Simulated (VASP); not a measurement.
Ir: single point with LDA

Crystal: Ir.

```xyz
2
Lattice="2.8053 0.0000 0.0000 -1.4027 2.4295 0.0000 0.0000 0.0000 4.5498" Properties=species:S:1:pos:R:3 pbc="T T T"
Ir    0.0000    1.6197    1.1375
Ir    1.4027    0.8098    3.4124
```

```
Program                : VASP 6.6.1
Task                   : single point
Functional             : LDA
Potentials or basis    : VASP PAW LDA potentials, release 64 (Ir)
Cutoff                 : 520 eV
k mesh                 : 11 × 11 × 6
Occupations            : fermi-dirac, width 0.05 eV
Spin                   : no spin polarisation
Dipole correction      : no
Further INCAR settings : ALGO = Normal; EDIFF = 1e-07; NBANDS = 16
```

| Quantity | Value |
| --- | --- |
| Pressure | -31.4 GPa |
| Band gap on the k mesh | zero (band 9 reaches 9.67 eV, above the bottom of band 10 at 6.90 eV) |

Stress tensor (GPa, compression positive):
```
-31.15   0.00   0.00
  0.00 -31.15   0.00
  0.00   0.00 -32.03
```

Levels at points of the mesh, in eV from the Fermi level:
```csv
k point,band 6,band 7,band 8,band 9,band 10,band 11,band 12,band 13
"(0.00, 0.00, 0.00)",-2.76,-2.76,-2.07,-2.07,-0.51,0.25,0.25,6.27
"(0.00, 0.00, 0.50)",-3.44,-3.44,-3.44,-0.41,-0.41,-0.41,-0.41,13.44
```

Run time: 11 s on 1 thread of Intel(R) Xeon(R) 6975P-C (Granite Rapids) (shared host), peak memory 0.15 GiB.

Caveat: spin-orbit coupling is left out, which moves the levels of the heavy elements.
